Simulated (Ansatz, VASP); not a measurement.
**Zn: VASP beside Ansatz**

```
Zn
1.0
     2.63422    0.00000    0.00000
    -1.31711    2.28130    0.00000
     0.00000    0.00000   10.23310
Zn
4
Cartesian
  0.0000 0.0000 0.0000
  0.0000 1.5209 2.5583
  0.0000 0.0000 5.1165
  1.3171 0.7604 7.6748
```

Alike in both runs: functional PBE; k mesh 18 × 18 × 5; occupations gaussian, width 0.1 eV; no spin polarisation.

Ansatz relaxed the structure, and its values are those at the end. VASP's run is a single point on that final structure, the one shown.

|  | VASP | Ansatz |
| --- | --- | --- |
| version | VASP 6.6.1 | Ansatz 0.2.0 |
| potentials or method | VASP PAW PBE potentials, release 64 (Zn), cutoff 520 eV | scalar-relativistic, plane waves, PAW |
| valence electrons in the cell | 48 | 48 |

Ansatz gave:

```
gap on the k mesh at the Fermi level (eV) : none
pressure (GPa)                            : 0.0
```

What did VASP give for the same quantities?

gap on the k mesh at the Fermi level (eV): none; pressure (GPa): 0.3.

A gap of «none» marks a metal or a gap that the smearing closes. With one functional, cell and mesh, what is left measures potentials, basis and numerics.
